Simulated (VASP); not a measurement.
Here is a VASP 6.6.1 calculation.

File INCAR:

```
  PREC = Accurate
  ENCUT = 520
  EDIFF = 1E-6
  ISMEAR = -1
  SIGMA = 0.1
  LREAL = False
  LASPH = True
  NELM = 60
  ALGO = Normal
  ISIF = 2
  LWAVE = False
  LCHARG = True
  GGA = PE
  LELF = True
  LVHAR = True
  NBANDS = 56
```

The input KPOINTS:

```
Automatic mesh
0
Gamma
  7 7 3
```

File POSCAR:

```
MnInSe2I
1.0
    0.0000000000      3.9916290000      0.0000000000
    6.5864490000     -1.9958140000      0.0000000000
    0.2215130000      0.0000000000     -9.9917020000
I In Se Mn
2 2 4 2
Direct
    0.3633600000      0.7267200000      0.9229000000
    0.6366400000      0.2732800000      0.0771000000
    0.2938500000      0.5877000000      0.3152400000
    0.7061500000      0.4123000000      0.6847600000
    0.0744200000      0.1488400000      0.7419900000
    0.9255800000      0.8511600000      0.2580100000
    0.3611000000      0.7222000000      0.5547700000
    0.6389000000      0.2778000000      0.4452300000
    0.0000000000      0.0000000000      0.5000000000
    0.0000000000      0.0000000000      0.0000000000
```

Potentials or basis: VASP PAW PBE potentials, release 64 (I, In_d, Se, Mn_pv).

Launch:

```console
$ cat potpaw_PBE.64/I/POTCAR potpaw_PBE.64/In_d/POTCAR potpaw_PBE.64/Se/POTCAR potpaw_PBE.64/Mn_pv/POTCAR > POTCAR
$ mpirun -np 1 vasp_std > vasp.out
```

Problem. What does it give for the band gap on the k mesh?

Solution. Zero (bands 45 and 46 overlap by 0.14 eV).

Problem. Predict the pressure.

Solution. -4.1 GPa.

Problem. What does it give for the largest force?

Solution. 1.857 eV/Å.

Forces in eV/Å, atoms in the order of the input:
```
I    1.063  0.000 -0.706
I   -1.063  0.000  0.706
In  -0.381  0.000  0.537
In   0.381  0.000 -0.537
Se  -0.807  0.000 -0.384
Se   0.807  0.000  0.384
Se   1.680  0.000 -0.793
Se  -1.680  0.000  0.793
Mn   0.000  0.000  0.000
Mn   0.000  0.000  0.000
```

Caveat: the cell stands under tension; spin-orbit coupling is left out, which moves the levels of the heavy elements; the run has no spin polarisation, though such a crystal can be magnetic; semilocal functionals often make such compounds metallic where correlation or magnetic order opens a gap, which also shifts bond lengths; forces of over 1 eV/Å act on the atoms, so gaps and moduli don't describe the material at rest. Spin polarisation is off, so any magnetic state and its effect on volume and gap are missing.
